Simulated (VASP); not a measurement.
ZnCd2Te3:

```
Zn Cd Te
1.0
     4.77592    0.00000    0.00000
    -2.38796    4.13607    0.00000
     0.00000    0.00000    9.15266
Zn Cd Te
1 2 3
Cartesian
  0.0000 0.0000 0.0000
  0.0000 2.7574 0.0000
  2.3880 1.3787 0.0000
  0.0000 0.0000 1.9778
  0.0000 0.0000 7.1749
  0.0000 0.0000 4.5763
```

The cell was generated, and may not be a known phase.

| Quantity | Value |
| --- | --- |
| Program | VASP 6.6.1 |
| Task | relaxation of cell and atoms |
| Functional | PBE |
| Potentials or basis | VASP PAW PBE potentials, release 64 (Zn, Cd, Te) |
| Cutoff | 600 eV |
| k mesh | 6 × 6 × 2 |
| Occupations | gaussian, width 0.1 eV |
| Spin | no spin polarisation |

At the start: pressure 27.1 GPa; volume 30.13 Å³/atom.

Q: Where does the relaxation end?

A: Over 13 steps the energy falls by 1184.8 meV/atom and the volume is 38.69 Å³/atom (+28.4 %); space group P6/mmm (No. 191, to 0.1 Å) before and after.

The path:
```tsv
step	energy change (eV)	largest force (eV/Å)	pressure (GPa)	volume (Å³)
1	0.0000	11.9359	27.06	180.80
2	-4.1550	1.1761	-3.72	331.74
3	-4.7262	0.9951	-3.59	311.46
4	-5.2164	0.7826	-3.54	295.00
5	-6.9994	0.4693	-0.76	235.20
6	-6.7312	0.4475	4.55	210.86
7	-7.0516	0.6110	0.18	229.20
8	-7.0582	0.6341	0.58	226.86
9	-7.0567	0.6259	0.41	227.82
10	-7.0786	0.3022	-0.21	231.50
11	-7.0792	0.2400	-0.34	232.29
12	-7.1006	0.1422	-0.17	232.23
13	-7.1088	0.0165	0.07	232.13
```

Final structure:
```
Zn Cd Te
1.0
     4.96504    0.00000    0.00000
    -2.48252    4.29985    0.00000
     0.00000    0.00000   10.87335
Zn Cd Te
1 2 3
Direct
  0.00000 0.00000 0.00000
  0.33333 0.66667 0.00000
  0.66667 0.33333 0.00000
  0.00000 0.00000 0.24465
  0.00000 0.00000 0.75535
  0.00000 0.00000 0.50000
```

Caveat: the volume moved by over 15 % at a fixed basis, so the end points are rough.
